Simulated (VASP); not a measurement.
Wanted: the native input for a VASP 6.6.1 run.

| Item | Value |
| --- | --- |
| Task | single point |
| Functional | PBE |
| Potentials or basis | VASP PAW PBE potentials, release 64 (Ca_sv, Mg, Sc_sv, C, N) |
| Cutoff | 520 eV |
| k mesh | 4 × 4 × 4 |
| Occupations | gaussian, width 0.1 eV |
| Spin | no spin polarisation |
| Dipole correction | no |
| Further INCAR settings | LREAL = Auto; ALGO = Normal; EDIFF = 1e-06; NBANDS = 54 |

The structure of CaMg2ScC6N6 lies in POSCAR:

```
CaMg2ScC6N6
1.0
    0.0000000000      5.4020000000      5.4020000000
    5.4020000000      0.0000000000      5.4020000000
    5.4020000000      5.4020000000      0.0000000000
Ca Mg Sc C N
1 2 1 6 6
Direct
    0.5000000000      0.5000000000      0.5000000000
    0.2500000000      0.2500000000      0.2500000000
    0.7500000000      0.7500000000      0.7500000000
    0.0000000000      0.0000000000      0.0000000000
    0.8128470900      0.1871529100      0.1871529100
    0.1871529100      0.8128470900      0.1871529100
    0.1871529100      0.1871529100      0.8128470900
    0.1871529100      0.8128470900      0.8128470900
    0.8128470900      0.1871529100      0.8128470900
    0.8128470900      0.8128470900      0.1871529100
    0.7045538700      0.2954461300      0.2954461300
    0.2954461300      0.7045538700      0.2954461300
    0.2954461300      0.2954461300      0.7045538700
    0.2954461300      0.7045538700      0.7045538700
    0.7045538700      0.2954461300      0.7045538700
    0.7045538700      0.7045538700      0.2954461300
```

These files were run (other wordings do the same):

INCAR

```
SYSTEM = CaMg2ScC6N6
PREC     = Accurate       ! precision mode
ENCUT    = 520            ! plane-wave cutoff, eV
EDIFF    = 1E-6           ! SCF threshold, eV
ISMEAR   = 0              ! smearing method
SIGMA    = 0.1            ! smearing width, eV
LREAL    = Auto         
LASPH    = .TRUE.         ! aspherical terms in the spheres
NELM     = 100            ! most SCF steps
ALGO     = Normal         ! electronic algorithm
ISIF     = 2              ! what is computed and relaxed
LWAVE    = .FALSE.        ! write WAVECAR
LCHARG   = .FALSE.        ! write CHGCAR
GGA      = PE             ! functional
NBANDS   = 54             ! bands
```

KPOINTS

```
Automatic mesh
0
G
  4 4 4
  0 0 0
```

Potentials or basis: VASP PAW PBE potentials, release 64 (Ca_sv, Mg, Sc_sv, C, N).

Launch:

```sh
$ cat potpaw_PBE.64/Ca_sv/POTCAR potpaw_PBE.64/Mg/POTCAR potpaw_PBE.64/Sc_sv/POTCAR potpaw_PBE.64/C/POTCAR potpaw_PBE.64/N/POTCAR > POTCAR
$ mpirun -np 1 vasp_std > vasp.out
```

Results of the run:

| Item | Value |
| --- | --- |
| Pressure | 14.7 GPa |
| Largest force | 3.631 eV/Å |
| Band gap on the k mesh | zero (an odd number of electrons rules out a gap without spin polarisation) |

Caveat: the cell stands under pressure; forces of over 1 eV/Å act on the atoms, so gaps and moduli don't describe the material at rest.

Run time: 7.2 min on 1 thread of Intel(R) Xeon(R) Platinum 8259CL CPU @ 2.50GHz (Skylake/Cascade Lake) (shared host), peak memory 0.54 GiB.
